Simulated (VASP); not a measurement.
Input of a VASP 6.6.1 run:

File INCAR:

```
  PREC = Accurate
  ENCUT = 600
  EDIFF = 1E-6
  ISMEAR = 0
  SIGMA = 0.2
  LREAL = False
  LASPH = True
  NELM = 120
  ALGO = Normal
  ISIF = 2
  LWAVE = False
  LCHARG = True
  GGA = PE
  LELF = True
  LVHAR = True
  NBANDS = 15
  GGA_COMPAT = False
```

Contents of KPOINTS:

```
regular mesh
0
Gamma
  4 4 3
```

The input POSCAR:

```
Mg4Se
1.0
    6.3751360723      0.0000000000      0.0000000000
   -3.1875680361      5.5210297912      0.0000000000
    0.0000000000      0.0000000000      3.8382985370
Mg Se
4 1
Direct
    0.6666666667      0.3333333333      0.5000000000
    0.1559095651      0.8440904349      0.5000000000
    0.1559095651      0.3118191302      0.5000000000
    0.6881808698      0.8440904349      0.5000000000
    0.3333333333      0.6666666667      0.0000000000
```

Potentials or basis: VASP PAW PBE potentials, release 64 (Mg, Se).

The run is started by

```sh
$ cat potpaw_PBE.64/Mg/POTCAR potpaw_PBE.64/Se/POTCAR > POTCAR
$ mpirun -np 1 vasp_std > vasp.out
```

Task: What does it give for the largest force?

Result: 0.073 eV/Å.

Task: Predict the pressure.

Result: 0.3 GPa.

Stress tensor (GPa, compression positive):
```
 0.62  0.00  0.00
 0.00  0.62  0.00
 0.00  0.00 -0.25
```

Caveat: the k points lie up to 0.55 Å⁻¹ apart, too coarse for converged energies and pressures of a metal.
